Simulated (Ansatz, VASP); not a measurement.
Mg4I3: VASP beside Ansatz

The input INCAR:

```
PREC = Accurate ; ENCUT = 600
EDIFF = 1E-7 ; ISMEAR = 0
SIGMA = 0.1 ; LREAL = F
LASPH = T ; NELM = 80
ALGO = Normal ; ISIF = 3
LWAVE = F ; LCHARG = F
GGA = PE ; IBRION = 2
NSW = 90 ; EDIFFG = -0.04
```

The input KPOINTS:

```
regular mesh
0
Gamma
  4 4 4
```

The input POSCAR:

```
Mg4I3
1.0
    5.4902640100      0.0000000000      0.0000000000
    0.0000000000      5.4902640100      0.0000000000
    0.0000000000      0.0000000000      5.4902640100
Mg I
4 3
Direct
    0.5000000000      0.5000000000      0.5000000000
    0.5000000000      0.0000000000      0.0000000000
    0.0000000000      0.5000000000      0.0000000000
    0.0000000000      0.0000000000      0.5000000000
    0.5000000000      0.5000000000      0.0000000000
    0.0000000000      0.5000000000      0.5000000000
    0.5000000000      0.0000000000      0.5000000000
```

Input for Ansatz:

```yaml
crystal:
  lattice:
    - [5.49026401, 0.0, 0.0]
    - [0.0, 5.49026401, 0.0]
    - [0.0, 0.0, 5.49026401]
  atoms:
    - { symbol: Mg, position: [0.5, 0.5, 0.5] }
    - { symbol: Mg, position: [0.5, 0.0, 0.0] }
    - { symbol: Mg, position: [0.0, 0.5, 0.0] }
    - { symbol: Mg, position: [0.0, 0.0, 0.5] }
    - { symbol: I, position: [0.5, 0.5, 0.0] }
    - { symbol: I, position: [0.0, 0.5, 0.5] }
    - { symbol: I, position: [0.5, 0.0, 0.5] }
basis:
  ecutwfc: 420
kpoints:
  mp_grid: { grid: [4, 4, 4] }
hamiltonian:
  xc: pbe
scf:
  occupations: { method: gaussian, width: 0.1 }
  lower_state_search: "off"
output:
  forces: true
  stress: true
  eigenvalues: true
relax:
  adjacent_minimum: "off"
  f_tol: 0.04
  max_steps: 70
  cell: { stress_tol: 0.4 }
```

Change from the starting cell: species swapped into the W3N4 type (Pm-3m, No. 221).

Alike in both runs: task relaxation of cell and atoms; functional PBE; k mesh 4 × 4 × 4; occupations gaussian, width 0.1 eV; no spin polarisation.

|  | VASP | Ansatz |
| --- | --- | --- |
| version | VASP 6.6.1 | Ansatz 0.2.0 |
| potentials or method | VASP PAW PBE potentials, release 64 (Mg, I), cutoff 600 eV | scalar-relativistic, plane waves, PAW |
| valence electrons in the cell | 29 | 91 |

VASP gave:

| Property | Result |
| --- | --- |
| gap on the k mesh at the Fermi level, each at its own relaxed structure (eV) | none |
| relaxed volume (Å³/atom) | 36.81 |
| relaxed cell length with the largest relative difference (Å) | 6.363 |

Q: Estimate Ansatz's values.

A: gap on the k mesh at the Fermi level, each at its own relaxed structure (eV): none; relaxed volume (Å³/atom): 36.42; relaxed cell length with the largest relative difference (Å): 6.341.

A gap of «none» marks a metal or a gap that the smearing closes. VASP's potentials hold 29 valence electrons a cell and Ansatz's 91, so a difference there can come from the potentials and not from the codes.

Neither program's run includes spin-orbit coupling. Noted on VASP's run: the volume moved by over 15 % at a fixed basis, so the end points are rough.
